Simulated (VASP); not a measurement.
# Ru (P6_3/mmc) in VASP: further runs, part 2 of 2

VASP 6.6.1. Earlier steps stand in the parts before.

## Step 6: Single point, PBEsol+D4

This run uses another cell than the first one, of 13.34 Å³/atom, 1.020 times its volume.

INCAR

```
SYSTEM = Ru
PREC = Accurate
ENCUT = 520
EDIFF = 1E-6
ISMEAR = -1
SIGMA = 0.15
LREAL = .FALSE.
LASPH = .TRUE.
NELM = 60
ALGO = Normal
ISIF = 2
LWAVE = .FALSE.
LCHARG = .TRUE.
GGA = PS
IVDW = 13
LELF = .TRUE.
LVHAR = .TRUE.
NBANDS = 21
```

KPOINTS

```
regular mesh
0
G
  18 18 10
  0 0 0
```

POSCAR

```
Ru
1.0
    2.6916927100      0.0000000000      0.0000000000
   -1.3458463550      2.3310742660      0.0000000000
    0.0000000000      0.0000000000      4.2517439378
Ru
2
Direct
    0.3333333333      0.6666666667      0.2500000000
    0.6666666667      0.3333333333      0.7500000000
```

Potentials or basis: VASP PAW PBE potentials, release 64 (Ru_pv).

The run is started by

```bash
> cat potpaw_PBE.64/Ru_pv/POTCAR > POTCAR
> mpirun -np 1 vasp_std > vasp.out
```

OUTCAR:

```text
SYSTEM = Ru
   PREC = Accurate
   ENCUT = 520
   EDIFF = 1E-6
   ISMEAR = -1
   LREAL = .FALSE.
   LASPH = .TRUE.
   NELM = 60
   ISIF = 2
   GGA = PS
   IVDW = 13

 ion  position               nearest neighbor table
   1  0.333  0.667  0.250-   2 2.63   2 2.63   2 2.63   2 2.63   2 2.63   2 2.63
   2  0.667  0.333  0.750-   1 2.63   1 2.63   1 2.63   1 2.63   1 2.63   1 2.63

  LATTYP: Found a hexagonal cell.
 ALAT       =     2.6916927100
 C/A-ratio  =     1.5795799877

  Lattice vectors:

 A1 = (   2.6916927100,   0.0000000000,   0.0000000000)
 A2 = (  -1.3458463550,   2.3310742660,   0.0000000000)
 A3 = (   0.0000000000,   0.0000000000,   4.2517439378)

Analysis of symmetry for initial positions (statically):
=====================================================================
 Subroutine PRICEL returns:
 Original cell was already a primitive cell.

 Routine SETGRP: Setting up the symmetry group for a
 hexagonal supercell.

 Subroutine GETGRP returns: Found 24 space group operations
 (whereof 12 operations were pure point group operations)
 out of a pool of 24 trial point group operations.

The static configuration has the point symmetry D_3d.
 The point group associated with its full space group is D_6h.

Analysis of symmetry for dynamics (positions and initial velocities):
=====================================================================
 Subroutine PRICEL returns:
 Original cell was already a primitive cell.

 Routine SETGRP: Setting up the symmetry group for a
 hexagonal supercell.

 Subroutine GETGRP returns: Found 24 space group operations
 (whereof 12 operations were pure point group operations)
 out of a pool of 24 trial point group operations.

The dynamic configuration has the point symmetry D_3d.
 The point group associated with its full space group is D_6h.

 Subroutine INISYM returns: Found 24 space group operations
 (whereof 12 operations are pure point group operations),
 and found     1 'primitive' translations

[... 113 lines left out ...]
     AMIX     =   0.40;   BMIX     =  1.00
     AMIX_MAG =   1.60;   BMIX_MAG =  1.00
  volume/ion in A,a.u.               =      13.34        90.02
  Fermi-wavevector in a.u.,A,eV,Ry     =   1.663711  3.143958 37.660042  2.767935
  Thomas-Fermi vector in A             =   2.750381
   LORBIT       =      0    0 simple, 1 ext, 2 COOP (PROOUT), +10 PAW based schemes
   GGA     = PS    functional components
   LHFCALC =     F    Hartree Fock is set to
   AEXX    =    0.0000 exact exchange contribution
   IVDW    =    13    specifies the selected vdW correction
   LEPSILON=     F    determine dielectric tensor
   LRPA    =     F    only Hartree local field effects (RPA)
 non-spin polarized calculation
  energy-cutoff  :      520.00
  volume of cell :       26.68
 maximum number of plane-waves:       738
 NGX is ok and might be reduce to    20
   NGX =  9   NGY =  9   NGZ = 15

 number of electron      27.9999998 magnetization

 Free energy of the ion-electron system (eV)
  ---------------------------------------------------
  ext. energy  EPLUGINS =         0.00000000
  ---------------------------------------------------
  free energy    TOTEN  =       -20.40138554 eV

  energy without entropy =      -20.28073523  energy(sigma->0) =      -20.34106038

 E-fermi :  13.0390     XC(G=0): -14.3900

 val. band max:       13.0195168759   @ k =   0.1667   0.1111   0.3000
 cond. band min:      13.0411267691   @ k =   0.2222   0.1111   0.1000
 fundamental gap:      0.0216098933
 Fermi energy:        13.0390262016

 k-point     1 :       0.0000    0.0000    0.0000
  band No.  band energies     occupation
      1     -30.6449      2.00000
      2     -29.6481      2.00000
      3     -29.6481      2.00000
      4     -29.4657      2.00000
      5     -29.4657      2.00000
      6     -29.4208      2.00000
[... 565 lines left out ...]
     20      23.2899      0.00000
     21      24.3065      0.00000

 [... further k-points ...]

------------------------ aborting loop because EDIFF is reached ----------------------------------------

  DFT-D4 for vdW energy calculation

  Edisp (eV):   -0.61941

  FORCE on cell =-STRESS in cart. coord.  units (eV):
  Direction    XX          YY          ZZ          XY          YZ          ZX
  --------------------------------------------------------------------------------------
  -------------------------------------------------------------------------------------
  Total      -0.56916    -0.56916    -0.56701    -0.00000     0.00000     0.00000
  in kB     -34.18197   -34.18197   -34.05286    -0.00000     0.00000     0.00000
  external pressure =      -34.14 kB  Pullay stress =        0.00 kB

 VOLUME and BASIS-vectors are now :
 -----------------------------------------------------------------------------
  energy-cutoff  :      520.00
  volume of cell :       26.68
      direct lattice vectors                 reciprocal lattice vectors
     2.691692710  0.000000000  0.000000000     0.371513433  0.214493381  0.000000000
    -1.345846355  2.331074266  0.000000000     0.000000000  0.428986761  0.000000000
     0.000000000  0.000000000  4.251743938     0.000000000  0.000000000  0.235197607

 POSITION                                       TOTAL-FORCE (eV/Angst)
 -----------------------------------------------------------------------------------
     -0.00000      1.55405      1.06294        -0.000000      0.000000      0.000000
      1.34585      0.77702      3.18881         0.000000     -0.000000      0.000000
 -----------------------------------------------------------------------------------
    total drift:                               -0.000000      0.000000     -0.000000

  FREE ENERGIE OF THE ION-ELECTRON SYSTEM (eV)
  ---------------------------------------------------
  free  energy   TOTEN  =       -21.0207963162 eV

  energy  without entropy=      -20.9001460062  energy(sigma->0) =      -20.96047116
```

Wall time 33 s (1 thread of Intel Xeon 6975P-C (Granite Rapids), shared host); peak memory 0.21 GiB.

What came out:

- Free energy: -21.0208 eV
- Pressure: -3.4 GPa
- Band gap on the k mesh: zero (band 14 reaches 14.55 eV, above the bottom of band 15 at 11.34 eV)
- Dispersion energy per atom: -0.310 eV

Levels at points of the mesh, in eV from the Fermi level:
| k point | band 12 | band 13 | band 14 | band 15 | band 16 | band 17 |
| --- | --- | --- | --- | --- | --- | --- |
| (0.00, 0.00, 0.00) | -1.98 | -1.98 | -1.45 | -1.45 | 1.22 | 1.22 |
| (0.50, 0.00, 0.00) | -1.88 | -1.57 | 1.46 | 1.90 | 1.99 | 4.14 |
| (0.00, 0.00, 0.50) | -2.86 | -2.80 | -2.80 | 0.56 | 0.56 | 0.56 |
| (0.50, 0.00, 0.50) | -1.11 | 0.43 | 0.43 | 1.73 | 1.73 | 3.42 |

Caveat: the PAW data sets were made with another functional, which shifts forces and pressure a little; pairwise dispersion overbinds metals, which lowers pressure and volume.

## Step 7: Overview

| level | cell | smearing | gap on the mesh (eV) | pressure (GPa) |
| --- | --- | --- | --- | --- |
| PBEsol | a = 2.673, b = 2.673, c = 4.226 Å, angles 90.0, 90.0, 120.0°, 2 atoms | fermi-dirac 0.15 eV | none | 7.3 |
| PBEsol | a = 2.684, b = 2.684, c = 4.241 Å, angles 90.0, 90.0, 120.0°, 2 atoms | fermi-dirac 0.15 eV | none | 2.9 |
| PBEsol | a = 2.690, b = 2.690, c = 4.252 Å, angles 90.0, 90.0, 120.0°, 2 atoms | gaussian 0.1 eV | none | 0.0 |
| PBEsol | a = 2.692, b = 2.692, c = 4.252 Å, angles 90.0, 90.0, 120.0°, 2 atoms | fermi-dirac 0.15 eV | none | 0.0 |
| PBEsol+D4 | a = 2.692, b = 2.692, c = 4.252 Å, angles 90.0, 90.0, 120.0°, 2 atoms | fermi-dirac 0.15 eV | none | -3.4 |

Alike in all rows: task single point; potentials or basis VASP PAW PBE potentials, release 64 (Ru_pv); no spin polarisation; k mesh 18 × 18 × 10; cutoff (eV) 520.

Caveats: the PAW data sets were made with another functional, which shifts forces and pressure a little; pairwise dispersion overbinds metals, which lowers pressure and volume (some runs).

Absolute energies hang on the potentials; compare differences alone.
